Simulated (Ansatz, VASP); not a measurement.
**AlFe3B in VASP and in Ansatz**

The input INCAR:

```
SYSTEM = AlFe3B
PREC = Accurate
ENCUT = 520
EDIFF = 1E-6
ISMEAR = -1
SIGMA = 0.05
LREAL = .FALSE.
LASPH = .TRUE.
NELM = 150
ALGO = Normal
ISIF = 2
LWAVE = .FALSE.
LCHARG = .TRUE.
ISPIN = 2
MAGMOM = 3 3 3 0 0
LORBIT = 11
LMAXMIX = 4
GGA = PS
LELF = .TRUE.
LVHAR = .TRUE.
NBANDS = 27
```

The input KPOINTS:

```
regular mesh
0
G
  6 6 6
  0 0 0
```

Contents of POSCAR:

```
AlFe3B
1.0
    3.8605452200      0.0000000000      0.0000000000
    0.0000000000      3.8605452200      0.0000000000
    0.0000000000      0.0000000000      3.8223220000
Fe Al B
3 1 1
Direct
    0.0000000000      0.0000000000      0.5000000000
    0.0000000000      0.5000000000      0.0000000000
    0.5000000000      0.0000000000      0.0000000000
    0.5000000000      0.5000000000      0.5000000000
    0.0000000000      0.0000000000      0.0000000000
```

input.yaml

```yaml
crystal:
  lattice:
    - [3.86054522, 0.0, 0.0]
    - [0.0, 3.86054522, 0.0]
    - [0.0, 0.0, 3.822322]
  atoms:
    - { symbol: Fe, position: [0.0, 0.0, 0.5], spin: 3.0 }
    - { symbol: Fe, position: [0.0, 0.5, 0.0], spin: 3.0 }
    - { symbol: Fe, position: [0.5, 0.0, 0.0], spin: 3.0 }
    - { symbol: Al, position: [0.5, 0.5, 0.5] }
    - { symbol: B, position: [0.0, 0.0, 0.0] }
hamiltonian:
  xc: pbesol
  pseudopotentials: { kind: paw }
magnetization:
  spin_polarized: true
kpoints:
  mp_grid: { grid: [6, 6, 6] }
scf:
  occupations: { method: fermi_dirac, width: 0.05 }
output:
  forces: true
  stress: true
  eigenvalues: true
  write_density: true
  write_potential: true
  elf: true
  volumetric_format: npy
```

Alike in both runs: task single point; functional PBEsol; k mesh 6 × 6 × 6; occupations fermi-dirac, width 0.05 eV; collinear spin.

```csv
,VASP,Ansatz
version,VASP 6.6.1,Ansatz 0.2.0
potentials or method,"VASP PAW PBE potentials, release 64 (Fe, Al, B)",Ansatz PAW
plane-wave cutoff (eV),520,420
valence electrons in the cell,30,54
```

```tsv
	VASP	Ansatz	Ansatz less VASP
gap on the k mesh at the Fermi level (eV)	none	none	-
pressure (GPa)	-10.4	-10.9	-0.59
traceless stress, the component that is largest in VASP (GPa)	1.98	1.98	-0.003
net moment per atom (μB)	0.83	0.83	0.000
size of the moment on the site where the two differ most (μB)	1.48	1.38	-0.098
```

VASP's potentials were made for PBE, not for PBEsol. Site moments also hang on the region over which each program counts them. A gap of «none» marks a metal or a gap that the smearing closes. VASP's potentials hold 30 valence electrons a cell and Ansatz's 54, so a difference there can come from the potentials and not from the codes.
